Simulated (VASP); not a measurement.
A run of VASP 6.6.1:

File INCAR:

```
SYSTEM = MgO
PREC     = Accurate       ! precision mode
ENCUT    = 600            ! plane-wave cutoff, eV
EDIFF    = 1E-6           ! SCF threshold, eV
ISMEAR   = -1             ! smearing method
SIGMA    = 0.02           ! smearing width, eV
LREAL    = .False.        ! projectors in reciprocal space
LASPH    = .True.         ! aspherical terms in the spheres
NELM     = 120            ! most SCF steps
ALGO     = Normal         ! electronic algorithm
ISIF     = 2              ! what is computed and relaxed
LWAVE    = .False.        ! write WAVECAR
LCHARG   = .False.        ! write CHGCAR
GGA      = PE             ! functional
NBANDS   = 11             ! bands
GGA_COMPAT= .False.
```

File KPOINTS:

```
regular mesh
0
Gamma
  9 9 9
  0 0 0
```

File POSCAR:

```
MgO
1.0
    0.0000000000      2.1160000000      2.1160000000
    2.1160000000      0.0000000000      2.1160000000
    2.1160000000      2.1160000000      0.0000000000
Mg O
1 1
Direct
    0.0000000000      0.0000000000      0.0000000000
    0.5000000000      0.5000000000      0.5000000000
```

Potentials or basis: VASP PAW PBE potentials, release 64 (Mg, O).

Run with:

```bash
$ cat potpaw_PBE.64/Mg/POTCAR potpaw_PBE.64/O/POTCAR > POTCAR
$ mpirun -np 1 vasp_std > vasp.out
```

Hardware: 1 thread of Intel(R) Xeon(R) 6975P-C (Granite Rapids) (shared host).

Estimate the wall time of this run.

Wall time 3.5 s on 1 thread of Intel(R) Xeon(R) 6975P-C (Granite Rapids), on a shared host, peak memory 0.13 GiB. Counts: scf iterations 12, k points 35.
